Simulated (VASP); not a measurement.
# RbHg (P-6m2) in VASP: a series of runs

The runs below take RbHg through single point, relaxation of cell and atoms, with PBE.

All numbers are computed with VASP 6.6.1; they aren't measurements. Logs are shortened: lines on timing, memory, paths and dates and some standing lists are left out, and cuts for length are marked.

## 1. The cell of the first run

The structure is hexagonal, space group P-6m2 (No. 187). Conventional cell: a = 3.672 Å, b = 3.672 Å, c = 5.837 Å, α = 90.00°, β = 90.00°, γ = 120.00°. Rb (site symmetry -6m2) has 6 Hg at 3.61 Å and 6 Rb at 3.67 Å within 4.7 Å. Hg (site symmetry -6m2) has 6 Rb at 3.61 Å and 6 Hg at 3.67 Å within 4.7 Å.

## 2. Single point, PBE

The input, INCAR:

```
PREC = Accurate
ENCUT = 520
EDIFF = 1E-7
ISMEAR = 0
SIGMA = 0.1
LREAL = F
LASPH = T
NELM = 100
ALGO = Normal
ISIF = 2
LWAVE = F
LCHARG = F
GGA = PE
NBANDS = 18
```

The input, KPOINTS:

```
regular mesh
0
Gamma
  6 6 4
```

The input, POSCAR:

```
RbHg
1.0
    3.6724261800      0.0000000000      0.0000000000
   -1.8362130900      3.1804143700      0.0000000000
    0.0000000000      0.0000000000      5.8371832200
Rb Hg
1 1
Direct
    0.6666666700      0.3333333300      0.5000000000
    0.3333333300      0.6666666700      0.0000000000
```

Potentials or basis: VASP PAW PBE potentials, release 64 (Rb_sv, Hg).

Launch:

```
$ cat potpaw_PBE.64/Rb_sv/POTCAR potpaw_PBE.64/Hg/POTCAR > POTCAR
$ mpirun -np 1 vasp_std > vasp.out
```

OUTCAR:

```text
PREC = Accurate
   ENCUT = 520
   EDIFF = 1E-7
   ISMEAR = 0
   LREAL = F
   LASPH = T
   NELM = 100
   ISIF = 2
   GGA = PE

 ion  position               nearest neighbor table
   1  0.667  0.333  0.500-   2 3.61   2 3.61   2 3.61   2 3.61   2 3.61   2 3.61
   2  0.333  0.667  0.000-   1 3.61   1 3.61   1 3.61   1 3.61   1 3.61   1 3.61

  LATTYP: Found a hexagonal cell.
 ALAT       =     3.6724261800
 C/A-ratio  =     1.5894623701

  Lattice vectors:

 A1 = (   3.6724261800,   0.0000000000,   0.0000000000)
 A2 = (  -1.8362130900,   3.1804143700,   0.0000000000)
 A3 = (   0.0000000000,   0.0000000000,   5.8371832200)

Analysis of symmetry for initial positions (statically):
=====================================================================
 Subroutine PRICEL returns:
 Original cell was already a primitive cell.

 Routine SETGRP: Setting up the symmetry group for a
 hexagonal supercell.

 Subroutine GETGRP returns: Found 12 space group operations
 (whereof 12 operations were pure point group operations)
 out of a pool of 24 trial point group operations.

The static configuration has the point symmetry D_3h.

Analysis of symmetry for dynamics (positions and initial velocities):
=====================================================================
 Subroutine PRICEL returns:
 Original cell was already a primitive cell.

 Routine SETGRP: Setting up the symmetry group for a
 hexagonal supercell.

 Subroutine GETGRP returns: Found 12 space group operations
 (whereof 12 operations were pure point group operations)
 out of a pool of 24 trial point group operations.

The dynamic configuration has the point symmetry D_3h.

 Subroutine INISYM returns: Found 12 space group operations
 (whereof 12 operations are pure point group operations),
 and found     1 'primitive' translations

----------------------------------------------------------------------------------------

                                     Primitive cell

  volume of cell :      68.1773

  direct lattice vectors                    reciprocal lattice vectors
     3.672426180  0.000000000  0.000000000     0.272299551  0.157212219  0.000000000
    -1.836213090  3.180414370  0.000000000     0.000000000  0.314424438  0.000000000
     0.000000000  0.000000000  5.837183220     0.000000000  0.000000000  0.171315507

  length of vectors
     3.672426180  3.672426184  5.837183220     0.314424438  0.314424438  0.171315507

  position of ions in fractional coordinates (direct lattice)
     0.666666670  0.333333330  0.500000000
     0.333333330  0.666666670  0.000000000

  ion indices of the primitive-cell ions
   primitive index   ion index
                 1           1
                 2           2

----------------------------------------------------------------------------------------

 KPOINTS: regular mesh

Automatic generation of k-mesh.
 Grid dimensions read from file:
 generate k-points for:    6    6    4

 Generating k-lattice:

  Cartesian coordinates                     Fractional coordinates (reciprocal lattice)
     0.045383259  0.026202036  0.000000000     0.166666667  0.000000000  0.000000000
     0.000000000  0.052404073  0.000000000     0.000000000  0.166666667  0.000000000
     0.000000000  0.000000000  0.042828877     0.000000000  0.000000000  0.250000000

  Length of vectors
     0.052404073  0.052404073  0.042828877

  Shift w.r.t. Gamma in fractional coordinates (k-lattice)
     0.000000000  0.000000000  0.000000000

 Subroutine IBZKPT returns following result:
 ===========================================

 Found     21 irreducible k-points:

 Following reciprocal coordinates:
            Coordinates               Weight
  0.000000  0.000000  0.000000      1.000000
  0.166667  0.000000  0.000000      6.000000
  0.333333 -0.000000  0.000000      6.000000
  0.500000 -0.000000  0.000000      3.000000
  0.166667  0.166667  0.000000      6.000000
  0.333333  0.166667  0.000000     12.000000
[... 13 lines left out ...]
  0.333333  0.166667  0.500000     12.000000
  0.333333  0.333333  0.500000      2.000000
   k-points           NKPTS =     21   k-points in BZ     NKDIM =     21   number of bands    NBANDS=     18
   number of dos      NEDOS =    301   number of ions     NIONS =      2
   total plane-waves  NPLWV =  37632
   dimension x,y,z NGX =    28 NGY =   28 NGZ =   48
   dimension x,y,z NGXF=    56 NGYF=   56 NGZF=   96
   ions per type =               1   1
   NGX,Y,Z   is equivalent  to a cutoff of  12.68, 12.68, 13.67 a.u.
   NGXF,Y,Z  is equivalent  to a cutoff of  25.35, 25.35, 27.34 a.u.
 SYSTEM =  unknown system
   PREC   = accura    normal or accurate (medium, high low for compatibility)
   ISTART =      0    job   : 0-new  1-cont  2-samecut
   ICHARG =      2    charge: 1-file 2-atom 10-const
   ISPIN  =      1    spin polarized calculation?
   LNONCOLLINEAR =      F non collinear calculations
   LSORBIT =      F    spin-orbit coupling
   LASPH  =      T    aspherical Exc in radial PAW
   ENCUT  =  520.0 eV  38.22 Ry    6.18 a.u.   6.83  6.83 10.85*2*pi/ulx,y,z
   NELM   =    100;   NELMIN=  2; NELMDL= -5     # of ELM steps
   EDIFF  = 0.1E-06   stopping-criterion for ELM
   LREAL  =      F    real-space projection
   EDIFFG = 0.1E-05   stopping-criterion for IOM
   NSW    =      0    number of steps for IOM
   IBRION =     -1    ionic relax: 0-MD 1-quasi-New 2-CG
   NFREE  =      0    steps in history (QN), initial steepest desc. (CG)
   ISIF   =      2    stress and relaxation
   ISYM   =      2    0-nonsym 1-usesym 2-fastsym
   POTIM  = 0.5000    time-step for ionic-motion
   TEBEG  =    0.0;   TEEND  =   0.0 temperature during run
   PSTRESS=    0.0 pullay stress
   NELECT =      21.0000    total number of electrons
   NUPDOWN=      -1.0000    fix difference up-down
   EMIN   =  10.00;   EMAX   =-10.00  energy-range for DOS
   EFERMI =   0.00;   METHOD = LEGACY
   ISMEAR =     0;   SIGMA  =   0.10  broadening in eV -4-tet -1-fermi 0-gaus
   EFERMI_NEDOS =   21; number of points for ismear=-14 and -15
   IALGO  =     38    algorithm
   IMIX   =      4    mixing-type and parameters
     AMIX     =   0.40;   BMIX     =  1.00
     AMIX_MAG =   1.60;   BMIX_MAG =  1.00
  volume/ion in A,a.u.               =      34.09       230.04
  Fermi-wavevector in a.u.,A,eV,Ry     =   1.105608  2.089296 16.631345  1.222369
  Thomas-Fermi vector in A             =   2.242098
   LORBIT       =      0    0 simple, 1 ext, 2 COOP (PROOUT), +10 PAW based schemes
   GGA     = PE    functional components
   LHFCALC =     F    Hartree Fock is set to
   AEXX    =    0.0000 exact exchange contribution
   IVDW    =     0    specifies the selected vdW correction
   LEPSILON=     F    determine dielectric tensor
   LRPA    =     F    only Hartree local field effects (RPA)
 non-spin polarized calculation
 Gauss-broadening in eV      SIGMA  =   0.10
  energy-cutoff  :      520.00
  volume of cell :       68.18
 maximum number of plane-waves:      1870
 NGX is ok and might be reduce to    28
   NGX = 13   NGY = 13   NGZ = 21

 number of electron      21.0000000 magnetization

 Free energy of the ion-electron system (eV)
  ---------------------------------------------------
  ext. energy  EPLUGINS =         0.00000000
  ---------------------------------------------------
  free energy    TOTEN  =        -0.91838952 eV

  energy without entropy =       -0.89466757  energy(sigma->0) =       -0.90652855

 E-fermi :   2.4891     XC(G=0):  -8.7038

 val. band max:        2.4842057918   @ k =   0.3333   0.1667   0.2500
 cond. band min:       2.4926062860   @ k =   0.3333   0.1667   0.0000
 fundamental gap:      0.0084004942
 Fermi energy:         2.4890650697

 k-point     1 :       0.0000    0.0000    0.0000
  band No.  band energies     occupation
      1     -26.4817      2.00000
      2     -10.5801      2.00000
      3     -10.0795      2.00000
      4     -10.0795      2.00000
      5      -5.0258      2.00000
      6      -4.6840      2.00000
[... 10 lines left out ...]
     17       9.8264      0.00000
     18      11.7310      0.00000

 k-point     2 :       0.1667    0.0000    0.0000
  band No.  band energies     occupation
      1     -26.4462      2.00000
      2     -10.5242      2.00000
      3     -10.4144      2.00000
      4     -10.1470      2.00000
      5      -4.9278      2.00000
      6      -4.7176      2.00000
[... 10 lines left out ...]
     17       9.4949      0.00000
     18      10.3901      0.00000

 k-point     3 :       0.3333   -0.0000    0.0000
  band No.  band energies     occupation
      1     -26.3740      2.00000
      2     -11.0092      2.00000
      3     -10.4085      2.00000
      4     -10.2776      2.00000
      5      -4.9416      2.00000
      6      -4.7615      2.00000
[... 10 lines left out ...]
     17       8.9718      0.00000
     18      10.1996      0.00000

 k-point     4 :       0.5000   -0.0000    0.0000
  band No.  band energies     occupation
      1     -26.3372      2.00000
      2     -11.2789      2.00000
      3     -10.3486      2.00000
      4     -10.3408      2.00000
      5      -4.9955      2.00000
      6      -4.8285      2.00000
[... 312 lines left out ...]
      4     -10.3157      2.00000
      5      -4.8148      2.00000
      6      -4.7660      2.00000
[... 10 lines left out ...]
     17       9.2542      0.00000
     18      10.6499      0.00000

 k-point    20 :       0.3333    0.1667    0.5000
  band No.  band energies     occupation
      1     -26.3372      2.00000
      2     -11.1226      2.00000
      3     -10.5191      2.00000
      4     -10.3542      2.00000
      5      -4.8534      2.00000
      6      -4.8380      2.00000
[... 10 lines left out ...]
     17       9.7710      0.00000
     18      10.0598      0.00000

 k-point    21 :       0.3333    0.3333    0.5000
  band No.  band energies     occupation
      1     -26.3188      2.00000
      2     -10.9239      2.00000
      3     -10.9146      2.00000
      4     -10.3154      2.00000
      5      -4.7973      2.00000
      6      -4.7576      2.00000
[... 10 lines left out ...]
     17       8.6810      0.00000
     18       9.4587      0.00000

------------------------ aborting loop because EDIFF is reached ----------------------------------------

  FORCE on cell =-STRESS in cart. coord.  units (eV):
  Direction    XX          YY          ZZ          XY          YZ          ZX
  --------------------------------------------------------------------------------------
  -------------------------------------------------------------------------------------
  Total        2.1681703      2.1681704      0.7419520      0.0000000      0.0000000      0.0000000
  in kB       50.9523097     50.9523098     17.4359763      0.0000000      0.0000000      0.0000000
  external PRESSURE =      39.7801986 kB  Pullay stress =       0.0000000 kB

 VOLUME and BASIS-vectors are now :
 -----------------------------------------------------------------------------
  energy-cutoff  :      520.00
  volume of cell :       68.18
      direct lattice vectors                 reciprocal lattice vectors
     3.672426180  0.000000000  0.000000000     0.272299551  0.157212219  0.000000000
    -1.836213090  3.180414370  0.000000000     0.000000000  0.314424438  0.000000000
     0.000000000  0.000000000  5.837183220     0.000000000  0.000000000  0.171315507

 POSITION                                       TOTAL-FORCE (eV/Angst)
 -----------------------------------------------------------------------------------
      1.83621      1.06014      2.91859        -0.000000      0.000000      0.000000
     -0.00000      2.12028      0.00000         0.000000      0.000000      0.000000
 -----------------------------------------------------------------------------------
    total drift:                               -0.000004      0.000002     -0.000000

  FREE ENERGIE OF THE ION-ELECTRON SYSTEM (eV)
  ---------------------------------------------------
  free  energy   TOTEN  =        -0.9183895240 eV

  energy  without entropy=       -0.8946675742  energy(sigma->0) =       -0.90652855
```

Run time: 40 s. Hardware: 1 thread of Oxide Virtual Turin-like, shared host; peak memory 0.16 GiB.

Results:

```
Free energy : -0.9184 eV
Pressure    : 4.0 GPa
```

Caveat: spin-orbit coupling is left out, which moves the levels of the heavy elements.

## 3. Single point, PBE

This run uses another cell than the first one, of 51.95 Å³/atom, 1.524 times its volume.

The input, INCAR:

```
  ALGO = Fast
  EDIFF = 1E-6
  ENCUT = 520
  GGA = PE
  ISIF = 2
  ISMEAR = 0
  LASPH = T
  LCHARG = F
  LREAL = F
  LWAVE = F
  NBANDS = 18
  NELM = 100
  PREC = Accurate
  SIGMA = 0.1
```

The input, KPOINTS:

```
k-points
0
Gamma
  12 12 12
```

The input, POSCAR:

```
RbHg
1.0
    4.9867825613      0.0000000000      0.0000000000
   -2.4933912807      4.3186803813      0.0000000000
    0.0000000000      0.0000000000      4.8246429110
Rb Hg
1 1
Direct
    0.6666666667      0.3333333333      0.5000000000
    0.3333333333      0.6666666667      0.0000000000
```

Potentials or basis: VASP PAW PBE potentials, release 64 (Rb_sv, Hg).

Launch:

```
$ cat potpaw_PBE.64/Rb_sv/POTCAR potpaw_PBE.64/Hg/POTCAR > POTCAR
$ mpirun -np 1 vasp_std > vasp.out
```

Run time: 4.8 min. Hardware: 1 thread of Oxide Virtual Turin-like, shared host; peak memory 0.38 GiB.

It converged, with:

| Quantity | Value |
| --- | --- |
| Free energy | -1.3692 eV |
| Pressure | 0.0 GPa |

Levels at points of the mesh, in eV from the Fermi level:
| k point | band 8 | band 9 | band 10 | band 11 | band 12 | band 13 |
| --- | --- | --- | --- | --- | --- | --- |
| (0.00, 0.00, 0.00) | -7.25 | -7.25 | -5.35 | 2.31 | 2.37 | 2.37 |
| (0.50, 0.00, 0.00) | -7.26 | -7.21 | -4.43 | -0.76 | 2.35 | 2.42 |
| (0.00, 0.00, 0.50) | -7.27 | -7.26 | -4.51 | -1.17 | 3.12 | 3.12 |
| (0.50, 0.00, 0.50) | -7.22 | -7.21 | -4.18 | 0.26 | 0.31 | 1.89 |

Caveat: spin-orbit coupling is left out, which moves the levels of the heavy elements.

## 4. Single point, PBE

This run uses another cell than the first one, of 51.92 Å³/atom, 1.523 times its volume.

The input, INCAR:

```
SYSTEM = RbHg
PREC = Accurate
ENCUT = 520
EDIFF = 1E-6
ISMEAR = 0
SIGMA = 0.1
LREAL = .False.
LASPH = .True.
NELM = 60
ALGO = Fast
ISIF = 2
LWAVE = .False.
LCHARG = .False.
GGA = PE
NBANDS = 18
```

The input, KPOINTS:

```
Automatic mesh
0
Gamma
  18 18 10
  0 0 0
```

The input, POSCAR:

```
RbHg
1.0
    4.9340592116      0.0000000000      0.0000000000
   -2.4670296058      4.2730206210      0.0000000000
    0.0000000000      0.0000000000      4.9249615085
Rb Hg
1 1
Direct
    0.6666666667      0.3333333333      0.5000000000
    0.3333333333      0.6666666667      0.0000000000
```

Launch:

```
$ cat potpaw_PBE.64/Rb_sv/POTCAR potpaw_PBE.64/Hg/POTCAR > POTCAR
$ mpirun -np 1 vasp_std > vasp.out
```

Wall time 7.1 min (1 thread of Oxide Virtual Turin-like, shared host); peak memory 0.52 GiB.

It converged, with:

| Item | Value |
| --- | --- |
| Free energy | -1.3689 eV |
| Pressure | 0.0 GPa |

Levels at points of the mesh, in eV from the Fermi level:
```
           k point  band 6  band 7  band 8  band 9  band 10  band 11  band 12  band 13  band 14  band 15
(0.00, 0.00, 0.00)   -7.26   -7.26   -7.23   -7.23    -5.34     2.16     2.50     2.50     2.51     3.80
(0.50, 0.00, 0.00)   -7.27   -7.26   -7.24   -7.18    -4.38    -0.74     2.26     2.46     2.63     4.86
(0.00, 0.00, 0.50)   -7.26   -7.25   -7.25   -7.25    -4.55    -1.20     3.24     3.24     4.34     4.34
(0.50, 0.00, 0.50)   -7.25   -7.25   -7.20   -7.19    -4.17     0.27     0.30     1.97     2.24     4.99
```

Caveat: spin-orbit coupling is left out, which moves the levels of the heavy elements.

## 5. Relaxation of cell and atoms, PBE

This run uses another cell than the first one, of 51.92 Å³/atom, 1.523 times its volume.

The input, INCAR:

```
SYSTEM = RbHg
ALGO = Fast
EDIFF = 1E-6
EDIFFG = -0.01
ENCUT = 600
GGA = PE
IBRION = 2
ISIF = 3
ISMEAR = 0
LASPH = .TRUE.
LCHARG = .FALSE.
LREAL = .FALSE.
LWAVE = .FALSE.
NELM = 100
NSW = 100
PREC = Accurate
SIGMA = 0.1
```

The input, KPOINTS:

```
k-points
0
G
  12 12 12
  0 0 0
```

POSCAR is that of step 4.

Launch:

```
$ cat potpaw_PBE.64/Rb_sv/POTCAR potpaw_PBE.64/Hg/POTCAR > POTCAR
$ mpirun -np 1 vasp_std > vasp.out
```

Wall time 22 min (1 thread of Oxide Virtual Turin-like, shared host); peak memory 0.42 GiB.

It converged, with:

```
Free energy                            : -1.3692 eV
Relaxed volume                         : 52.34 Å³/atom
Relaxed cell                           : a = 5.011 Å, b = 5.011 Å, c = 4.814 Å, α = 90.00°, β = 90.00°, γ = 120.00°
Space group after relaxing (to 0.05 Å) : P-6m2 (No. 187)
Energy gained by relaxing              : 0.4 meV/atom
Ionic steps                            : 7
Pressure after relaxing                : 0.0 GPa
```

The path:
```tsv
step	energy change (eV)	largest force (eV/Å)	pressure (GPa)	volume (Å³)
1	0.0000	0.0000	-0.01	103.83
2	-0.0001	0.0000	0.01	103.77
3	-0.0002	0.0000	0.02	103.57
4	-0.0004	0.0000	0.05	103.17
5	-0.0005	0.0000	0.04	103.32
6	-0.0007	0.0000	0.02	103.77
7	-0.0008	0.0000	-0.02	104.68
```

Final structure:
```cif
data_structure
_symmetry_space_group_name_H-M 'P 1'
_symmetry_Int_Tables_number 1
_cell_length_a 5.0107
_cell_length_b 5.0107
_cell_length_c 4.8144
_cell_angle_alpha 90.000
_cell_angle_beta 90.000
_cell_angle_gamma 120.000
_cell_volume 104.68
loop_
_atom_site_label
_atom_site_type_symbol
_atom_site_fract_x
_atom_site_fract_y
_atom_site_fract_z
_atom_site_occupancy
Rb1 Rb 0.66667 0.33333 0.50000 1
Hg1 Hg 0.33333 0.66667 0.00000 1
```

Levels at points of the mesh, in eV from the Fermi level:
```
           k point  band 8  band 9  band 10  band 11  band 12  band 13
(0.00, 0.00, 0.00)   -7.25   -7.25    -5.34     2.33     2.33     2.33
(0.50, 0.00, 0.00)   -7.26   -7.21    -4.44    -0.76     2.32     2.45
(0.00, 0.00, 0.50)   -7.27   -7.26    -4.50    -1.15     3.09     3.09
(0.50, 0.00, 0.50)   -7.22   -7.21    -4.18     0.26     0.32     1.87
```

Caveat: spin-orbit coupling is left out, which moves the levels of the heavy elements.

## 6. The runs side by side

| task | cell | k mesh | cutoff (eV) | gap on the mesh (eV) | pressure (GPa) |
| --- | --- | --- | --- | --- | --- |
| single point | a = 3.672, b = 3.672, c = 5.837 Å, angles 90.0, 90.0, 120.0°, 2 atoms | 6 × 6 × 4 | 520 | none | 4.0 |
| single point | a = 4.987, b = 4.987, c = 4.825 Å, angles 90.0, 90.0, 120.0°, 2 atoms | 12 × 12 × 12 | 520 | none | 0.0 |
| single point | a = 4.934, b = 4.934, c = 4.925 Å, angles 90.0, 90.0, 120.0°, 2 atoms | 18 × 18 × 10 | 520 | none | 0.0 |
| relaxation of cell and atoms | relaxed from a = 4.934, b = 4.934, c = 4.925 Å, angles 90.0, 90.0, 120.0°, 2 atoms | 12 × 12 × 12 | 600 | none | 0.0 |

Alike in all rows: level PBE; potentials or basis VASP PAW PBE potentials, release 64 (Rb_sv, Hg); no spin polarisation; smearing gaussian 0.1 eV.

Caveats: spin-orbit coupling is left out, which moves the levels of the heavy elements.

Absolute energies hang on the potentials; compare differences alone.
